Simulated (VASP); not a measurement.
# SiNi (P2_12_12_1) in VASP: single point with PBEsol

Aim: the single point of SiNi with PBEsol.

Everything below comes from runs of VASP 6.6.1. Logs are shortened: lines on timing, memory, paths and dates and some standing lists are left out, and cuts for length are marked.

### Step 1. The cell of the first run

The structure is orthorhombic, space group P2_12_12_1 (No. 19). Conventional cell: a = 4.468 Å, b = 4.825 Å, c = 4.825 Å, α = 90.00°, β = 90.00°, γ = 90.00°. Within 3.2 Å of Si (site symmetry 1) lie 7 Ni at 2.41 to 2.61 Å and 6 Si at 2.84 to 2.96 Å. Within 3.2 Å of Ni (site symmetry 1) lie 7 Si at 2.41 to 2.61 Å and 6 Ni at 2.83 to 2.95 Å.

### Step 2. Single point, PBEsol (strain +0.080 along x and y, +0.000 along z)

Contents of INCAR:

```
SYSTEM = SiNi
PREC     = Accurate       ! precision mode
ENCUT    = 520            ! plane-wave cutoff, eV
EDIFF    = 1E-6           ! SCF threshold, eV
ISMEAR   = 0              ! smearing method
SIGMA    = 0.15           ! smearing width, eV
LREAL    = .FALSE.        ! projectors in reciprocal space
LASPH    = .TRUE.         ! aspherical terms in the spheres
NELM     = 60             ! most SCF steps
ALGO     = Normal         ! electronic algorithm
ISIF     = 2              ! what is computed and relaxed
LWAVE    = .FALSE.        ! write WAVECAR
LCHARG   = .FALSE.        ! write CHGCAR
GGA      = PS             ! functional
NBANDS   = 38             ! bands
```

Contents of KPOINTS:

```
regular mesh
0
G
  10 10 10
  0 0 0
```

Contents of POSCAR:

```
SiNi
1.0
    4.8254151678      0.0000000000      0.0000000000
    0.0000000000      4.8254151678      0.0000000000
    0.0000000000      0.0000000000      4.4679770072
Si Ni
4 4
Direct
    0.8464645187      0.8464645187      0.8464645187
    0.6535354813      0.1535354813      0.3464645187
    0.3464645187      0.6535354813      0.1535354813
    0.1535354813      0.3464645187      0.6535354813
    0.1489904732      0.1489904732      0.1489904732
    0.3510095268      0.8510095268      0.6489904732
    0.6489904732      0.3510095268      0.8510095268
    0.8510095268      0.6489904732      0.3510095268
```

Potentials or basis: VASP PAW PBE potentials, release 64 (Si, Ni).

Run with:

```
$ cat potpaw_PBE.64/Si/POTCAR potpaw_PBE.64/Ni/POTCAR > POTCAR
$ mpirun -np 1 vasp_std > vasp.out
```

OUTCAR:

```text
SYSTEM = SiNi
   PREC = Accurate
   ENCUT = 520
   EDIFF = 1E-6
   ISMEAR = 0
   LREAL = .FALSE.
   LASPH = .TRUE.
   NELM = 60
   ISIF = 2
   GGA = PS

 ion  position               nearest neighbor table
   1  0.846  0.846  0.846-   8 2.41   8 2.45   5 2.47   6 2.55   7 2.57   6 2.59   7 2.61   2 2.84
                             2 2.84   3 2.93   3 2.93   4 2.96   4 2.96
   2  0.654  0.154  0.346-   7 2.41   7 2.45   6 2.47   5 2.55   8 2.57   5 2.59   8 2.61   1 2.84
                             1 2.84   4 2.93   4 2.93   3 2.96   3 2.96
   3  0.346  0.654  0.154-   6 2.41   6 2.45   7 2.47   8 2.55   5 2.57   8 2.59   5 2.61   4 2.84
                             4 2.84   1 2.93   1 2.93   2 2.96   2 2.96
   4  0.154  0.346  0.654-   5 2.41   5 2.45   8 2.47   7 2.55   6 2.57   7 2.59   6 2.61   3 2.84
                             3 2.84   2 2.93   2 2.93   1 2.96   1 2.96
   5  0.149  0.149  0.149-   4 2.41   4 2.45   1 2.47   2 2.55   3 2.57   2 2.59   3 2.61   6 2.83
                             6 2.83   7 2.92   7 2.92   8 2.95   8 2.95
   6  0.351  0.851  0.649-   3 2.41   3 2.45   2 2.47   1 2.55   4 2.57   1 2.59   4 2.61   5 2.83
                             5 2.83   8 2.92   8 2.92   7 2.95   7 2.95
   7  0.649  0.351  0.851-   2 2.41   2 2.45   3 2.47   4 2.55   1 2.57   4 2.59   1 2.61   8 2.83
                             8 2.83   5 2.92   5 2.92   6 2.95   6 2.95
   8  0.851  0.649  0.351-   1 2.41   1 2.45   4 2.47   3 2.55   2 2.57   3 2.59   2 2.61   7 2.83
                             7 2.83   6 2.92   6 2.92   5 2.95   5 2.95

  LATTYP: Found a simple tetragonal cell.
 ALAT       =     4.8254151678
 C/A-ratio  =     0.9259259259

  Lattice vectors:

 A1 = (   4.8254151678,   0.0000000000,   0.0000000000)
 A2 = (   0.0000000000,   4.8254151678,   0.0000000000)
 A3 = (   0.0000000000,   0.0000000000,   4.4679770072)

Analysis of symmetry for initial positions (statically):
=====================================================================
 Subroutine PRICEL returns:
 Original cell was already a primitive cell.

 Routine SETGRP: Setting up the symmetry group for a
 simple tetragonal supercell.

 Subroutine GETGRP returns: Found  4 space group operations
 (whereof  1 operations were pure point group operations)
 out of a pool of 16 trial point group operations.

The static configuration has the point symmetry C_1 .
 The point group associated with its full space group is D_2 .

Analysis of symmetry for dynamics (positions and initial velocities):
=====================================================================
 Subroutine PRICEL returns:
 Original cell was already a primitive cell.

 Routine SETGRP: Setting up the symmetry group for a
 simple tetragonal supercell.

 Subroutine GETGRP returns: Found  4 space group operations
 (whereof  1 operations were pure point group operations)
 out of a pool of 16 trial point group operations.

The dynamic configuration has the point symmetry C_1 .
 The point group associated with its full space group is D_2 .

 Subroutine INISYM returns: Found  4 space group operations
 (whereof  1 operations are pure point group operations),
 and found     1 'primitive' translations

----------------------------------------------------------------------------------------

                                     Primitive cell

  volume of cell :     104.0352

  direct lattice vectors                    reciprocal lattice vectors
     4.825415168  0.000000000  0.000000000     0.207236054  0.000000000  0.000000000
     0.000000000  4.825415168  0.000000000     0.000000000  0.207236054  0.000000000
     0.000000000  0.000000000  4.467977007     0.000000000  0.000000000  0.223814939

  length of vectors
     4.825415168  4.825415168  4.467977007     0.207236054  0.207236054  0.223814939

  position of ions in fractional coordinates (direct lattice)
     0.846464519  0.846464519  0.846464519
     0.653535481  0.153535481  0.346464519
     0.346464519  0.653535481  0.153535481
     0.153535481  0.346464519  0.653535481
     0.148990473  0.148990473  0.148990473
     0.351009527  0.851009527  0.648990473
     0.648990473  0.351009527  0.851009527
     0.851009527  0.648990473  0.351009527

  ion indices of the primitive-cell ions
   primitive index   ion index
                 1           1
                 2           2
                 3           3
                 4           4
                 5           5
                 6           6
                 7           7
                 8           8

----------------------------------------------------------------------------------------

 KPOINTS: regular mesh

Automatic generation of k-mesh.
 Grid dimensions read from file:
 generate k-points for:   10   10   10

 Generating k-lattice:

  Cartesian coordinates                     Fractional coordinates (reciprocal lattice)
     0.020723605  0.000000000  0.000000000     0.100000000  0.000000000  0.000000000
     0.000000000  0.020723605  0.000000000     0.000000000  0.100000000  0.000000000
     0.000000000  0.000000000  0.022381494     0.000000000  0.000000000  0.100000000

  Length of vectors
     0.020723605  0.020723605  0.022381494

  Shift w.r.t. Gamma in fractional coordinates (k-lattice)
     0.000000000  0.000000000  0.000000000

 Subroutine IBZKPT returns following result:
 ===========================================

 Found    216 irreducible k-points:

 Following reciprocal coordinates:
            Coordinates               Weight
  0.000000  0.000000  0.000000      1.000000
  0.100000  0.000000  0.000000      2.000000
  0.000000  0.100000  0.000000      2.000000
  0.200000  0.000000  0.000000      2.000000
  0.000000  0.200000  0.000000      2.000000
  0.300000  0.000000  0.000000      2.000000
[... 16 lines left out ...]
 -0.200000  0.300000  0.000000      4.000000
  0.400000  0.200000  0.000000      4.000000
 [... further k-points ...]
   k-points           NKPTS =    216   k-points in BZ     NKDIM =    216   number of bands    NBANDS=     38
   number of dos      NEDOS =    301   number of ions     NIONS =      8
   total plane-waves  NPLWV =  46656
   dimension x,y,z NGX =    36 NGY =   36 NGZ =   36
   dimension x,y,z NGXF=    72 NGYF=   72 NGZF=   72
   ions per type =               4   4
   NGX,Y,Z   is equivalent  to a cutoff of  12.40, 12.40, 13.39 a.u.
   NGXF,Y,Z  is equivalent  to a cutoff of  24.81, 24.81, 26.79 a.u.
 SYSTEM =  SiNi
   PREC   = accura    normal or accurate (medium, high low for compatibility)
   ISTART =      0    job   : 0-new  1-cont  2-samecut
   ICHARG =      2    charge: 1-file 2-atom 10-const
   ISPIN  =      1    spin polarized calculation?
   LNONCOLLINEAR =      F non collinear calculations
   LSORBIT =      F    spin-orbit coupling
   LASPH  =      T    aspherical Exc in radial PAW
   ENCUT  =  520.0 eV  38.22 Ry    6.18 a.u.   8.97  8.97  8.31*2*pi/ulx,y,z
   NELM   =     60;   NELMIN=  2; NELMDL= -5     # of ELM steps
   EDIFF  = 0.1E-05   stopping-criterion for ELM
   LREAL  =      F    real-space projection
   EDIFFG = 0.1E-04   stopping-criterion for IOM
   NSW    =      0    number of steps for IOM
   IBRION =     -1    ionic relax: 0-MD 1-quasi-New 2-CG
   NFREE  =      0    steps in history (QN), initial steepest desc. (CG)
   ISIF   =      2    stress and relaxation
   ISYM   =      2    0-nonsym 1-usesym 2-fastsym
   POTIM  = 0.5000    time-step for ionic-motion
   TEBEG  =    0.0;   TEEND  =   0.0 temperature during run
   PSTRESS=    0.0 pullay stress
   NELECT =      56.0000    total number of electrons
   NUPDOWN=      -1.0000    fix difference up-down
   EMIN   =  10.00;   EMAX   =-10.00  energy-range for DOS
   EFERMI =   0.00;   METHOD = LEGACY
   ISMEAR =     0;   SIGMA  =   0.15  broadening in eV -4-tet -1-fermi 0-gaus
   EFERMI_NEDOS =   21; number of points for ismear=-14 and -15
   IALGO  =     38    algorithm
   IMIX   =      4    mixing-type and parameters
     AMIX     =   0.40;   BMIX     =  1.00
     AMIX_MAG =   1.60;   BMIX_MAG =  1.00
  volume/ion in A,a.u.               =      13.00        87.76
  Fermi-wavevector in a.u.,A,eV,Ry     =   1.331713  2.516573 24.129393  1.773460
  Thomas-Fermi vector in A             =   2.460703
   LORBIT       =      0    0 simple, 1 ext, 2 COOP (PROOUT), +10 PAW based schemes
   GGA     = PS    functional components
   LHFCALC =     F    Hartree Fock is set to
   AEXX    =    0.0000 exact exchange contribution
   IVDW    =     0    specifies the selected vdW correction
   LEPSILON=     F    determine dielectric tensor
   LRPA    =     F    only Hartree local field effects (RPA)
 non-spin polarized calculation
 Gauss-broadening in eV      SIGMA  =   0.15
  energy-cutoff  :      520.00
  volume of cell :      104.04
 maximum number of plane-waves:      2840
   NGX = 17   NGY = 17   NGZ = 17

 number of electron      56.0000010 magnetization

 Free energy of the ion-electron system (eV)
  ---------------------------------------------------
  ext. energy  EPLUGINS =         0.00000000
  ---------------------------------------------------
  free energy    TOTEN  =       -50.39177879 eV

  energy without entropy =      -50.35578886  energy(sigma->0) =      -50.37378383

 E-fermi :   9.7338     XC(G=0): -12.0323

 val. band max:        9.7337932994   @ k =   0.0000   0.0000   0.3000
 cond. band min:       9.7351363224   @ k =   0.3000   0.0000   0.1000
 fundamental gap:      0.0013430230
 Fermi energy:         9.7338062716

 k-point     1 :       0.0000    0.0000    0.0000
  band No.  band energies     occupation
      1      -3.1154      2.00000
      2       1.4794      2.00000
      3       1.7996      2.00000
      4       2.0279      2.00000
      5       4.2095      2.00000
      6       4.3949      2.00000
[... 30 lines left out ...]
     37      14.1555      0.00000
     38      14.2081      0.00000

 k-point     2 :       0.1000    0.0000    0.0000
  band No.  band energies     occupation
      1      -3.0540      2.00000
      2       1.0672      2.00000
      3       1.8450      2.00000
      4       2.3108      2.00000
      5       3.9995      2.00000
      6       4.6119      2.00000
[... 30 lines left out ...]
     37      13.6780      0.00000
     38      14.6284      0.00000
[... 859 lines left out ...]
     37      14.3927      0.00000
     38      14.5344      0.00000

 k-point    24 :       0.4000    0.2000    0.0000
  band No.  band energies     occupation
      1      -1.9208      2.00000
      2      -0.8243      2.00000
      3       1.5383      2.00000
      4       2.3732      2.00000
      5       4.3036      2.00000
      6       4.4382      2.00000
[... 30 lines left out ...]
     37      14.5103      0.00000
     38      14.9857      0.00000

 [... further k-points ...]
[... 5 lines left out ...]
  --------------------------------------------------------------------------------------
  -------------------------------------------------------------------------------------
  Total      -14.3533990    -14.3636865    -11.1885275      0.0000000      0.0000000      0.0000000
  in kB     -221.0472113   -221.2056425   -172.3071178      0.0000000      0.0000000      0.0000000
  external PRESSURE =    -204.8533239 kB  Pullay stress =       0.0000000 kB

 VOLUME and BASIS-vectors are now :
 -----------------------------------------------------------------------------
  energy-cutoff  :      520.00
  volume of cell :      104.04
      direct lattice vectors                 reciprocal lattice vectors
     4.825415168  0.000000000  0.000000000     0.207236054  0.000000000  0.000000000
     0.000000000  4.825415168  0.000000000     0.000000000  0.207236054  0.000000000
     0.000000000  0.000000000  4.467977007     0.000000000  0.000000000  0.223814939

 POSITION                                       TOTAL-FORCE (eV/Angst)
 -----------------------------------------------------------------------------------
      4.08454      4.08454      3.78198        -0.073716     -0.009580      0.027104
      3.15358      0.74087      1.54800         0.073716      0.009580      0.027104
      1.67184      3.15358      0.68599        -0.073716      0.009580     -0.027104
      0.74087      1.67184      2.91998         0.073716     -0.009580     -0.027104
      0.71894      0.71894      0.66569         0.064784     -0.109698     -0.151480
      1.69377      4.10647      2.89967        -0.064784      0.109698     -0.151480
      3.13165      1.69377      3.80229         0.064784      0.109698      0.151480
      4.10647      3.13165      1.56830        -0.064784     -0.109698      0.151480
 -----------------------------------------------------------------------------------
    total drift:                                0.000000      0.000000      0.000000

  FREE ENERGIE OF THE ION-ELECTRON SYSTEM (eV)
  ---------------------------------------------------
  free  energy   TOTEN  =       -50.3917787887 eV

  energy  without entropy=      -50.3557888638  energy(sigma->0) =      -50.37378383
```

Run time: 9.8 min. Hardware: 1 thread of Intel Xeon Platinum 8375C at 2.90GHz (Ice Lake), shared host; peak memory 0.68 GiB.

Results:

```
Free energy            : -50.3918 eV
Pressure               : -20.5 GPa
Largest force          : 0.198 eV/Å
Band gap on the k mesh : zero (bands 28 and 29 overlap by 0.95 eV)
```

Forces in eV/Å, atoms in the order of the input:
```
Si  -0.074 -0.010  0.027
Si   0.074  0.010  0.027
Si  -0.074  0.010 -0.027
Si   0.074 -0.010 -0.027
Ni   0.065 -0.110 -0.151
Ni  -0.065  0.110 -0.151
Ni   0.065  0.110  0.151
Ni  -0.065 -0.110  0.151
```

Stress tensor (GPa, compression positive):
```
-22.10   0.00   0.00
  0.00 -22.12   0.00
  0.00   0.00 -17.23
```

Levels at points of the mesh, in eV from the Fermi level:
| k point | band 25 | band 26 | band 27 | band 28 | band 29 | band 30 | band 31 | band 32 |
| --- | --- | --- | --- | --- | --- | --- | --- | --- |
| (0.00, 0.00, 0.00) | -1.31 | -1.24 | -1.22 | 0.68 | 0.73 | 0.88 | 1.16 | 1.63 |
| (0.50, 0.00, 0.00) | -1.58 | -1.58 | -0.51 | -0.51 | 0.05 | 0.05 | 2.47 | 2.47 |
| (0.00, 0.50, 0.00) | -1.45 | -1.45 | -0.39 | -0.39 | -0.11 | -0.11 | 2.38 | 2.38 |
| (0.50, 0.50, 0.00) | -1.06 | -1.06 | -0.60 | -0.60 | 0.44 | 0.44 | 1.37 | 1.37 |
| (0.00, 0.00, 0.50) | -1.59 | -1.59 | -0.45 | -0.45 | -0.27 | -0.27 | 2.22 | 2.22 |
| (0.50, 0.00, 0.50) | -1.19 | -1.19 | -0.81 | -0.81 | 0.16 | 0.16 | 0.64 | 0.64 |
| (0.00, 0.50, 0.50) | -1.16 | -1.16 | -0.82 | -0.82 | 0.21 | 0.21 | 0.55 | 0.55 |
| (0.50, 0.50, 0.50) | -1.38 | -1.38 | -1.38 | -1.38 | 3.42 | 3.42 | 3.42 | 3.42 |

Caveat: the cell differs from its parent crystal (strain +0.080 along x and y, +0.000 along z); the cell stands under tension; the PAW data sets were made with another functional, which shifts forces and pressure a little.
